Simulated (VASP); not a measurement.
# TaN (P6_3/mmc) in VASP: single point with PBE

Aim: the single point of TaN with PBE.

Program: VASP 6.6.1. These are calculated values, not measurements. Logs are shortened: lines on timing, memory, paths and dates and some standing lists are left out, and cuts for length are marked.

### 1 The cell of the first run

The structure is hexagonal, space group P6_3/mmc (No. 194). Conventional cell: a = 3.048 Å, b = 3.048 Å, c = 4.918 Å, α = 90.00°, β = 90.00°, γ = 120.00°. Ta (site symmetry -3m) has 6 N at 2.15 Å and 2 Ta at 2.46 Å within 2.8 Å. Within 2.8 Å of N (site symmetry -6m2) lie 6 Ta at 2.15 Å.

### 2 Single point, PBE

INCAR reads:

```
PREC = Accurate
ENCUT = 520
EDIFF = 1E-6
ISMEAR = 0
SIGMA = 0.05
LREAL = Auto
LASPH = T
NELM = 80
ALGO = Normal
ISIF = 2
LWAVE = F
LCHARG = F
GGA = PE
NBANDS = 222
LUSENCCL = F
```

KPOINTS reads:

```
Automatic mesh
0
Gamma
  2 2 2
```

POSCAR reads:

```
TaN
1.0
   -4.5720000000      2.6396450000      4.9180000000
    4.5720000000     -2.6396450000      4.9180000000
    4.5720000000      7.9189360000     -4.9180000000
Ta N
24 24
Direct
    0.0000000000      0.0000000000      0.0000000000
    0.5000000000      0.5000000000      0.0000000000
    0.3333330000      0.8333330000      0.1666670000
    0.8333330000      0.3333330000      0.1666670000
    0.6666670000      0.6666670000      0.3333330000
    0.1666670000      0.1666670000      0.3333330000
    0.0000000000      0.5000000000      0.5000000000
    0.5000000000      0.0000000000      0.5000000000
    0.3333330000      0.3333330000      0.6666670000
    0.8333330000      0.8333330000      0.6666670000
    0.6666670000      0.1666670000      0.8333330000
    0.1666670000      0.6666670000      0.8333330000
    0.2500000000      0.2500000000      0.0000000000
    0.7500000000      0.7500000000      0.0000000000
    0.5833330000      0.0833330000      0.1666670000
    0.0833330000      0.5833330000      0.1666670000
    0.9166670000      0.9166670000      0.3333330000
    0.4166670000      0.4166670000      0.3333330000
    0.2500000000      0.7500000000      0.5000000000
    0.7500000000      0.2500000000      0.5000000000
    0.5833330000      0.5833330000      0.6666670000
    0.0833330000      0.0833330000      0.6666670000
    0.9166670000      0.4166670000      0.8333330000
    0.4166670000      0.9166670000      0.8333330000
    0.2916660000      0.1250000000      0.1666670000
    0.7916660000      0.6250000000      0.1666670000
    0.6250000000      0.9583340000      0.3333330000
    0.1250000000      0.4583340000      0.3333330000
    0.9583330000      0.7916670000      0.5000000000
    0.4583330000      0.2916670000      0.5000000000
    0.2916660000      0.6250000000      0.6666670000
    0.7916660000      0.1250000000      0.6666670000
    0.6250000000      0.4583340000      0.8333330000
    0.1250000000      0.9583340000      0.8333330000
    0.9583330000      0.2916670000      0.0000000000
    0.4583330000      0.7916670000      0.0000000000
    0.3750000000      0.5416660000      0.1666670000
    0.8750000000      0.0416660000      0.1666670000
    0.7083340000      0.3750000000      0.3333330000
    0.2083340000      0.8750000000      0.3333330000
    0.0416670000      0.2083330000      0.5000000000
    0.5416670000      0.7083330000      0.5000000000
    0.3750000000      0.0416660000      0.6666670000
    0.8750000000      0.5416660000      0.6666670000
    0.7083340000      0.8750000000      0.8333330000
    0.2083340000      0.3750000000      0.8333330000
    0.0416670000      0.7083330000      0.0000000000
    0.5416670000      0.2083330000      0.0000000000
```

Potentials or basis: VASP PAW PBE potentials, release 64 (Ta_pv, N).

Command:

```sh
$ cat potpaw_PBE.64/Ta_pv/POTCAR potpaw_PBE.64/N/POTCAR > POTCAR
$ mpirun -np 1 vasp_std > vasp.out
```

OUTCAR:

```text
PREC = Accurate
   ENCUT = 520
   EDIFF = 1E-6
   ISMEAR = 0
   LREAL = Auto
   LASPH = T
   NELM = 80
   ISIF = 2
   GGA = PE

 ion  position               nearest neighbor table
   1  0.000  0.000  0.000-  25 2.15  45 2.15  35 2.15  47 2.15  34 2.15  38 2.15  13 2.46  14 2.46
                             6 3.05  10 3.05   3 3.05  11 3.05   4 3.05  12 3.05
   2  0.500  0.500  0.000-  26 2.15  46 2.15  36 2.15  48 2.15  33 2.15  37 2.15  13 2.46  14 2.46
                             5 3.05   9 3.05   4 3.05  12 3.05  11 3.05   3 3.05
   3  0.333  0.833  0.167-  40 2.15  47 2.15  27 2.15  25 2.15  37 2.15  36 2.15  15 2.46  16 2.46
                             5 3.05   8 3.05   6 3.05   1 3.05   2 3.05  12 3.05
   4  0.833  0.333  0.167-  39 2.15  48 2.15  28 2.15  26 2.15  38 2.15  35 2.15  15 2.46  16 2.46
                             6 3.05   7 3.05   5 3.05   2 3.05   1 3.05  11 3.05
   5  0.667  0.667  0.333-  26 2.15  29 2.15  37 2.15  39 2.15  27 2.15  42 2.15  17 2.46  18 2.46
                             3 3.05   2 3.05   4 3.05   7 3.05   8 3.05  10 3.05
   6  0.167  0.167  0.333-  25 2.15  30 2.15  38 2.15  40 2.15  28 2.15  41 2.15  17 2.46  18 2.46
                             4 3.05   1 3.05   3 3.05   8 3.05   7 3.05   9 3.05
   7  0.000  0.500  0.500-  31 2.15  39 2.15  29 2.15  41 2.15  28 2.15  44 2.15  19 2.46  20 2.46
                             4 3.05  12 3.05   9 3.05   5 3.05  10 3.05   6 3.05
   8  0.500  0.000  0.500-  32 2.15  40 2.15  30 2.15  42 2.15  27 2.15  43 2.15  19 2.46  20 2.46
                             3 3.05  11 3.05  10 3.05   6 3.05   5 3.05   9 3.05
   9  0.333  0.333  0.667-  46 2.15  41 2.15  33 2.15  31 2.15  43 2.15  30 2.15  21 2.46  22 2.46
[... 53 lines left out ...]
  47  0.042  0.708  0.000-   3 2.15  23 2.15  14 2.15   1 2.15  16 2.15  12 2.15
  48  0.542  0.208  0.000-   4 2.15  24 2.15  13 2.15   2 2.15  15 2.15  11 2.15

  LATTYP: Found a face centered orthorhombic cell.
 ALAT       =     9.8360000000
 B/A-ratio  =     1.0734629211
 C/A-ratio  =     1.8592923438

  Lattice vectors:

 A1 = (   9.1440000000,   5.2792910000,   0.0000000000)
 A2 = (   4.5720000000,   7.9189360000,   4.9180000000)
 A3 = (   4.5720000000,  -2.6396450000,   4.9180000000)

Analysis of symmetry for initial positions (statically):
=====================================================================
 Subroutine PRICEL returns following result:

  LATTYP: Found a hexagonal cell.
 ALAT       =     3.0479967233
 C/A-ratio  =     1.6135236355

  Lattice vectors:

 A1 = (   1.5240030480,  -2.6396398874,  -0.0000098360)
 A2 = (  -3.0480015240,  -0.0000028063,   0.0000049180)
 A3 = (   0.0000045720,   0.0000079189,  -4.9180147540)

  12 primitive cells build up your supercell.

 Routine SETGRP: Setting up the symmetry group for a
 face centered orthorhombic supercell.

 Subroutine GETGRP returns: Found  8 space group operations
 (whereof  4 operations were pure point group operations)
 out of a pool of  8 trial point group operations.

The static configuration has the point symmetry C_2h.
 The point group associated with its full space group is D_2h.

Analysis of symmetry for dynamics (positions and initial velocities):
=====================================================================
 Subroutine PRICEL returns following result:

  LATTYP: Found a hexagonal cell.
 ALAT       =     3.0479967233
 C/A-ratio  =     1.6135236355

  Lattice vectors:

 A1 = (   1.5240030480,  -2.6396398874,  -0.0000098360)
 A2 = (  -3.0480015240,  -0.0000028063,   0.0000049180)
 A3 = (   0.0000045720,   0.0000079189,  -4.9180147540)

  12 primitive cells build up your supercell.

 Routine SETGRP: Setting up the symmetry group for a
 face centered orthorhombic supercell.

 Subroutine GETGRP returns: Found  8 space group operations
 (whereof  4 operations were pure point group operations)
 out of a pool of  8 trial point group operations.

The dynamic configuration has the point symmetry C_2h.
 The point group associated with its full space group is D_2h.

 Subroutine INISYM returns: Found  8 space group operations
 (whereof  4 operations are pure point group operations),
 and found    12 'primitive' translations

----------------------------------------------------------------------------------------

                                     Primitive cell

  volume of cell :      39.5685

  direct lattice vectors                    reciprocal lattice vectors
     1.524003048 -2.639639887 -0.000009836     0.000000349 -0.378839354 -0.000000610
    -3.048001524 -0.000002806  0.000004918    -0.328083651 -0.189419961 -0.000000610
     0.000004572  0.000007919 -4.918014754    -0.000000328  0.000000568 -0.203334079

  length of vectors
     3.047996723  3.048001524  4.918014754     0.378839354  0.378838757  0.203334079

  position of ions in fractional coordinates (direct lattice)
     0.000000000  0.000000000  0.000000000
     0.999995500  0.999995500  0.500004500
     0.333334250  0.666666250  0.749999750
     0.666659750  0.333327750  0.250006250

  ion indices of the primitive-cell ions
   primitive index   ion index
                 1           1
                 2          17
                 3          34
                 4          38

----------------------------------------------------------------------------------------

 KPOINTS: Automatic mesh

Automatic generation of k-mesh.
 Grid dimensions read from file:
 generate k-points for:    2    2    2

 Generating k-lattice:

  Cartesian coordinates                     Fractional coordinates (reciprocal lattice)
    -0.027340335  0.047354848  0.050833672     0.500000000 -0.000000000  0.000000000
     0.054680665  0.000000000  0.050833672    -0.000000000  0.500000000  0.000000000
     0.027340330  0.047354848  0.000000000     0.000000000  0.000000000  0.500000000

  Length of vectors
     0.074659479  0.074659476  0.054680666

  Shift w.r.t. Gamma in fractional coordinates (k-lattice)
     0.000000000  0.000000000  0.000000000

 Subroutine IBZKPT returns following result:
 ===========================================

 Found      5 irreducible k-points:

 Following reciprocal coordinates:
            Coordinates               Weight
  0.000000  0.000000  0.000000      1.000000
  0.500000  0.000000  0.000000      4.000000
  0.500000  0.500000  0.000000      1.000000
  0.000000  0.000000  0.500000      1.000000
  0.500000  0.500000  0.500000      1.000000
   k-points           NKPTS =      5   k-points in BZ     NKDIM =      5   number of bands    NBANDS=    222
   number of dos      NEDOS =    301   number of ions     NIONS =     48
   total plane-waves  NPLWV = 233280
   dimension x,y,z NGX =    54 NGY =   54 NGZ =   80
   dimension x,y,z NGXF=   108 NGYF=  108 NGZF=  160
   ions per type =              24  24
   NGX,Y,Z   is equivalent  to a cutoff of  12.44, 12.44, 12.81 a.u.
   NGXF,Y,Z  is equivalent  to a cutoff of  24.88, 24.88, 25.62 a.u.
 SYSTEM =  unknown system
   PREC   = accura    normal or accurate (medium, high low for compatibility)
   ISTART =      0    job   : 0-new  1-cont  2-samecut
   ICHARG =      2    charge: 1-file 2-atom 10-const
   ISPIN  =      1    spin polarized calculation?
   LNONCOLLINEAR =      F non collinear calculations
   LSORBIT =      F    spin-orbit coupling
   LASPH  =      T    aspherical Exc in radial PAW
   ENCUT  =  520.0 eV  38.22 Ry    6.18 a.u.  13.42 13.42 19.30*2*pi/ulx,y,z
   NELM   =     80;   NELMIN=  2; NELMDL= -5     # of ELM steps
   EDIFF  = 0.1E-05   stopping-criterion for ELM
   LREAL  =      T    real-space projection
   EDIFFG = 0.1E-04   stopping-criterion for IOM
   NSW    =      0    number of steps for IOM
[... 5 lines left out ...]
   TEBEG  =    0.0;   TEEND  =   0.0 temperature during run
   PSTRESS=    0.0 pullay stress
   NELECT =     384.0000    total number of electrons
   NUPDOWN=      -1.0000    fix difference up-down
   EMIN   =  10.00;   EMAX   =-10.00  energy-range for DOS
   EFERMI =   0.00;   METHOD = LEGACY
   ISMEAR =     0;   SIGMA  =   0.05  broadening in eV -4-tet -1-fermi 0-gaus
   EFERMI_NEDOS =   21; number of points for ismear=-14 and -15
   IALGO  =     38    algorithm
   IMIX   =      4    mixing-type and parameters
     AMIX     =   0.40;   BMIX     =  1.00
     AMIX_MAG =   1.60;   BMIX_MAG =  1.00
  volume/ion in A,a.u.               =       9.89        66.76
  Fermi-wavevector in a.u.,A,eV,Ry     =   1.525253  2.882310 31.652537  2.326396
  Thomas-Fermi vector in A             =   2.633448
   LORBIT       =      0    0 simple, 1 ext, 2 COOP (PROOUT), +10 PAW based schemes
   GGA     = PE    functional components
   LHFCALC =     F    Hartree Fock is set to
   AEXX    =    0.0000 exact exchange contribution
   IVDW    =     0    specifies the selected vdW correction
   LEPSILON=     F    determine dielectric tensor
   LRPA    =     F    only Hartree local field effects (RPA)
 non-spin polarized calculation
 Gauss-broadening in eV      SIGMA  =   0.05
  energy-cutoff  :      520.00
  volume of cell :      474.82
 maximum number of plane-waves:     12835
 NGX is ok and might be reduce to    54
   NGX = 27   NGY = 27   NGZ = 39

 number of electron     383.9999977 magnetization

 Free energy of the ion-electron system (eV)
  ---------------------------------------------------
  ext. energy  EPLUGINS =         0.00000000
  ---------------------------------------------------
  free energy    TOTEN  =      -494.60666844 eV

  energy without entropy =     -494.53468726  energy(sigma->0) =     -494.57067785

 E-fermi :   9.8780     XC(G=0): -13.7474

 val. band max:        9.8749266892   @ k =   0.5000   0.5000   0.5000
 cond. band min:       9.9159159245   @ k =   0.5000   0.5000   0.5000
 fundamental gap:      0.0409892353
 Fermi energy:         9.8780085040

 k-point     1 :       0.0000    0.0000    0.0000
  band No.  band energies     occupation
      1     -27.3027      2.00000
      2     -27.1580      2.00000
      3     -27.1579      2.00000
      4     -27.0700      2.00000
      5     -27.0388      2.00000
      6     -27.0387      2.00000
[... 1024 lines left out ...]
    203      11.0017      0.00000
    204      11.0017      0.00000
 [bands above 204 left out]

------------------------ aborting loop because EDIFF is reached ----------------------------------------

  FORCE on cell =-STRESS in cart. coord.  units (eV):
  Direction    XX          YY          ZZ          XY          YZ          ZX
  --------------------------------------------------------------------------------------
  -------------------------------------------------------------------------------------
  Total       95.2951811     93.4544666    354.5572493     -1.5940890      0.0000000      0.0000000
  in kB      321.5520069    315.3409326   1196.3731402     -5.3788922      0.0000000      0.0000000
  external PRESSURE =     611.0886932 kB  Pullay stress =       0.0000000 kB

 VOLUME and BASIS-vectors are now :
 -----------------------------------------------------------------------------
  energy-cutoff  :      520.00
  volume of cell :      474.82
      direct lattice vectors                 reciprocal lattice vectors
    -4.572000000  2.639645000  4.918000000    -0.054680670  0.094709696  0.101667344
     4.572000000 -2.639645000  4.918000000     0.109361330  0.000000000  0.101667344
     4.572000000  7.918936000 -4.918000000     0.054680660  0.094709696  0.000000000

 POSITION                                       TOTAL-FORCE (eV/Angst)
 -----------------------------------------------------------------------------------
      0.00000      0.00000      0.00000         0.000000     -0.000000     -0.000000
      0.00000      0.00000      4.91800         0.000000     -0.000000     -0.000000
      3.04800      0.00000      4.91800         0.000000     -0.000000     -0.000000
     -1.52400      2.63965      4.91800         0.000000     -0.000000     -0.000000
      1.52400      2.63964      4.91800         0.000000     -0.000000     -0.000000
      1.52400      2.63964      0.00000         0.000000     -0.000000     -0.000000
[... 40 lines left out ...]
      3.04800     -1.75976      3.68850         0.090144     -0.052044      0.000000
     -1.52400      0.87988      3.68850         0.090144     -0.052044      0.000000
 -----------------------------------------------------------------------------------
    total drift:                                0.000000     -0.000000      0.000000

  FREE ENERGIE OF THE ION-ELECTRON SYSTEM (eV)
  ---------------------------------------------------
  free  energy   TOTEN  =      -494.6066684442 eV

  energy  without entropy=     -494.5346872572  energy(sigma->0) =     -494.57067785
```

Wall time 3.1 min (1 × NVIDIA H100 80GB with 1 thread of Intel Xeon Platinum 8481C at 2.70GHz (Sapphire Rapids), shared host); peak memory 1.6 GiB.

Results:

| Property | Result |
| --- | --- |
| Free energy | -494.6067 eV |
| Pressure | 61.1 GPa |
| Largest force | 0.104 eV/Å |
| Band gap on the k mesh | zero (bands 192 and 193 overlap by 0.06 eV) |

Forces on the atoms (eV/Å):
```
Ta   0.000  0.000  0.000
Ta   0.000  0.000  0.000
Ta   0.000  0.000  0.000
Ta   0.000  0.000  0.000
Ta   0.000  0.000  0.000
Ta   0.000  0.000  0.000
Ta   0.000  0.000  0.000
Ta   0.000  0.000  0.000
Ta   0.000  0.000  0.000
Ta   0.000  0.000  0.000
Ta   0.000  0.000  0.000
Ta   0.000  0.000  0.000
Ta   0.000  0.000  0.000
Ta   0.000  0.000  0.000
Ta   0.000  0.000  0.000
Ta   0.000  0.000  0.000
Ta   0.000  0.000  0.000
Ta   0.000  0.000  0.000
Ta   0.000  0.000  0.000
Ta   0.000  0.000  0.000
Ta   0.000  0.000  0.000
Ta   0.000  0.000  0.000
Ta   0.000  0.000  0.000
Ta   0.000  0.000  0.000
N   -0.090  0.052  0.000
N   -0.090  0.052  0.000
N   -0.090  0.052  0.000
N   -0.090  0.052  0.000
N   -0.090  0.052  0.000
N   -0.090  0.052  0.000
N   -0.090  0.052  0.000
N   -0.090  0.052  0.000
N   -0.090  0.052  0.000
N   -0.090  0.052  0.000
N   -0.090  0.052  0.000
N   -0.090  0.052  0.000
N    0.090 -0.052  0.000
N    0.090 -0.052  0.000
N    0.090 -0.052  0.000
N    0.090 -0.052  0.000
N    0.090 -0.052  0.000
N    0.090 -0.052  0.000
N    0.090 -0.052  0.000
N    0.090 -0.052  0.000
N    0.090 -0.052  0.000
N    0.090 -0.052  0.000
N    0.090 -0.052  0.000
N    0.090 -0.052  0.000
```

Caveat: the k points lie up to 0.47 Å⁻¹ apart; spin-orbit coupling is left out, which moves the levels of the heavy elements.

The gap in the log of VASP goes by the Fermi energy; the results here count the filled bands.